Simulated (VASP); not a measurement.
A run of VASP 6.6.1:

INCAR

```
SYSTEM = C
PREC = Accurate
ENCUT = 520
EDIFF = 1E-7
ISMEAR = 0
SIGMA = 0.1
LREAL = Auto
LASPH = .TRUE.
NELM = 100
ALGO = Normal
ISIF = 2
LWAVE = .FALSE.
LCHARG = .TRUE.
LDIPOL = .TRUE.
IDIPOL = 3
DIPOL = 0.5 0.5 0.505
GGA = PE
LELF = .TRUE.
LVHAR = .TRUE.
LVACPOTAV = .TRUE.
NBANDS = 51
```

File KPOINTS:

```
regular mesh
0
G
  12 12 1
  0 0 0
```

POSCAR

```
C
1.0
    2.5220988421      0.0000000000      0.0000000000
   -1.2610494211      2.1842016681      0.0000000000
    0.0000000000      0.0000000000     34.9890188224
C
18
Direct
    0.3333333333      0.6666666667      0.2572235605
    0.0000000000      0.0000000000      0.2719372805
    0.0000000000      0.0000000000      0.3160784604
    0.6666666667      0.3333333333      0.3307921804
    0.6666666667      0.3333333333      0.3749333503
    0.0000000000      0.0000000000      0.3896470702
    0.0000000000      0.0000000000      0.4337882401
    0.3333333333      0.6666666667      0.4485019701
    0.3333333333      0.6666666667      0.4934169745
    0.0000000000      0.0000000000      0.5082325038
    0.0000000000      0.0000000000      0.5524421057
    0.6666666667      0.3333333333      0.5671746968
    0.6666666667      0.3333333333      0.6125431402
    0.0000000000      0.0000000000      0.6265668099
    0.0000000000      0.0000000000      0.6746232045
    0.3333333333      0.6666666667      0.6824278143
    0.3333333333      0.6666666667      0.7791663743
    0.0000000000      0.0000000000      0.7792498265
```

Potentials or basis: VASP PAW PBE potentials, release 64 (C).

The run is started by

```bash
$ cat potpaw_PBE.64/C/POTCAR > POTCAR
$ mpirun -np 1 vasp_std > vasp.out
```

Hardware: 1 thread of Intel(R) Xeon(R) 6975P-C (Granite Rapids), on a shared host.

Problem. Estimate the wall time of this run.

Solution. It took 8.7 min on 1 thread of Intel(R) Xeon(R) 6975P-C (Granite Rapids) (shared host), peak memory 0.36 GiB. Counts: scf iterations 54, k points 19.
